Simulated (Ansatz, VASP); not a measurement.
## Two plane-wave programs on BN

The input INCAR:

```
SYSTEM = BN
ALGO = Normal
EDIFF = 1E-6
EDIFFG = -0.01
ENCUT = 600
GGA = PE
IBRION = 2
ISIF = 3
ISMEAR = 0
LASPH = .TRUE.
LCHARG = .FALSE.
LREAL = .FALSE.
LWAVE = .FALSE.
NELM = 100
NSW = 100
PREC = Accurate
SIGMA = 0.02
```

KPOINTS

```
k-points
0
G
  12 12 4
  0 0 0
```

Contents of POSCAR:

```
BN
1.0
    2.5039916500      0.0000000000      0.0000000000
   -1.2519958300      2.1685203800      0.0000000000
    0.0000000000      0.0000000000      6.6612000500
B N
2 2
Direct
    0.3333333300      0.6666666700      0.2500000000
    0.6666666700      0.3333333300      0.7500000000
    0.3333333300      0.6666666700      0.7500000000
    0.6666666700      0.3333333300      0.2500000000
```

Input for Ansatz:

```yaml
crystal:
  lattice:
    - [2.50399165, 0.0, 0.0]
    - [-1.25199583, 2.16852038, 0.0]
    - [0.0, 0.0, 6.66120005]
  atoms:
    - { symbol: B, position: [0.33333333, 0.66666667, 0.25] }
    - { symbol: B, position: [0.66666667, 0.33333333, 0.75] }
    - { symbol: "N", position: [0.33333333, 0.66666667, 0.75] }
    - { symbol: "N", position: [0.66666667, 0.33333333, 0.25] }
basis:
  ecutwfc: 420
kpoints:
  mp_grid: { grid: [12, 12, 4] }
hamiltonian:
  xc: pbe
scf:
  occupations: { method: gaussian, width: 0.02 }
output:
  forces: true
  stress: true
  eigenvalues: true
  write_density: true
  write_potential: true
  elf: true
  volumetric_format: npy
relax:
  adjacent_minimum: "off"
  f_tol: 0.01
  max_steps: 80
  cell: { stress_tol: 0.05 }
```

Alike in both runs: task relaxation of cell and atoms; functional PBE; k mesh 12 × 12 × 4; occupations gaussian, width 0.02 eV; no spin polarisation.

```csv
,VASP,Ansatz
version,VASP 6.6.1,Ansatz 0.2.0
potentials or method,"VASP PAW PBE potentials, release 64 (B, N), cutoff 600 eV","scalar-relativistic, plane waves, PAW"
valence electrons in the cell,16,16
```

```tsv
	VASP	Ansatz	Ansatz less VASP
gap on the k mesh at the Fermi level, each at its own relaxed structure (eV)	4.47	4.40	-0.068
relaxed volume (Å³/atom)	10.44	11.40	+0.963
relaxed length of the cell vector where the two differ most in proportion (Å)	7.638	8.344	+0.7060
```

One of these differences is far larger than is usual between the two programs; its cause wasn't traced.

Noted on VASP's run: the volume moved by over 15 % at a fixed basis, so the end points are rough.
